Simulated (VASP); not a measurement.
Write the native input for VASP 6.6.1 that does the following.

```
Task                   : single point
Functional             : RPBE
Potentials or basis    : VASP PAW PBE potentials, release 64 (H, Pb_d, N, O)
Cutoff                 : 520 eV
k mesh                 : 8 × 6 × 6
Occupations            : fermi-dirac, width 0.05 eV
Spin                   : no spin polarisation
Dipole correction      : no
Further INCAR settings : ALGO = Normal; EDIFF = 1e-06; NBANDS = 31
```

The structure of HPbNO4 lies in POSCAR:

```
HPbNO4
1.0
    4.2753100000     -0.0004000000      0.0063600000
   -2.0839900000      5.2077500000     -0.0490700000
   -2.1237700000     -1.8657400000      4.9149100000
H Pb N O
1 1 1 4
Direct
    0.9907300000      0.0333000000      0.9099400000
    0.5027400000      0.8198900000      0.1428700000
    0.0083800000      0.4740800000      0.5026500000
    0.9981600000      0.9274100000      0.0287700000
    0.1946700000      0.7343500000      0.6085200000
    0.8167300000      0.3588200000      0.2455600000
    0.0138100000      0.3312100000      0.6521700000
```

One way to write it, as run:

INCAR

```
SYSTEM = HPbNO4
ALGO = Normal ; EDIFF = 1E-6
ENCUT = 520 ; GGA = RP
ISIF = 2 ; ISMEAR = -1
LASPH = .TRUE. ; LCHARG = .TRUE.
LELF = .TRUE. ; LREAL = .FALSE.
LVHAR = .TRUE. ; LWAVE = .FALSE.
NBANDS = 31 ; NELM = 100
PREC = Accurate ; SIGMA = 0.05
```

KPOINTS

```
k-points
0
G
  8 6 6
  0 0 0
```

Potentials or basis: VASP PAW PBE potentials, release 64 (H, Pb_d, N, O).

Run with:

```sh
$ cat potpaw_PBE.64/H/POTCAR potpaw_PBE.64/Pb_d/POTCAR potpaw_PBE.64/N/POTCAR potpaw_PBE.64/O/POTCAR > POTCAR
$ mpirun -np 1 vasp_std > vasp.out
```

Results of the run:

The pressure is 3.0 GPa. The largest force is 0.700 eV/Å and the band gap on the k mesh is 2.83 eV (least direct gap 3.16 eV).

Caveat: the PAW data sets were made with another functional, which shifts forces and pressure a little; spin-orbit coupling is left out, which moves the levels of the heavy elements.

Run time: 7.3 min on 1 thread of Intel(R) Xeon(R) Platinum 8259CL CPU @ 2.50GHz (Skylake/Cascade Lake), with other jobs on the host, peak memory 0.56 GiB.
